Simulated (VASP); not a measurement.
Pd, 2 atoms in the cell. It takes space group P6_3/mmc (No. 194, hexagonal). Conventional cell: a = 2.719 Å, b = 2.719 Å, c = 4.528 Å, α = 90.00°, β = 90.00°, γ = 120.00°. Within 3.6 Å of Pd (site symmetry -6m2) lie 12 Pd at 2.72 to 2.75 Å.  This cell differs from its parent crystal: volume scaled by 0.92.

* Program: VASP 6.6.1
* Task: single point
* Functional: revPBE
* Potentials or basis: VASP PAW PBE potentials, release 64 (Pd)
* Cutoff: 520 eV
* k mesh: 21 × 21 × 11
* Occupations: fermi-dirac, width 0.1 eV
* Spin: no spin polarisation
* Dipole correction: no
* Further INCAR settings: ALGO = Normal; EDIFF = 1e-06; NBANDS = 17

Potentials or basis: VASP PAW PBE potentials, release 64 (Pd).

Launch:

```bash
$ cat potpaw_PBE.64/Pd/POTCAR > POTCAR
$ mpirun -np 1 vasp_std > vasp.out
```

Hardware: 1 thread of AMD EPYC 9R45 96-Core Processor (Zen 5), with other jobs on the host.

**Question.** How long does it take, and how much memory?

**Answer.** It took 56 s on 1 thread of AMD EPYC 9R45 96-Core Processor (Zen 5), on a shared host, peak memory 0.2 GiB. Counts: scf iterations 12, k points 288.
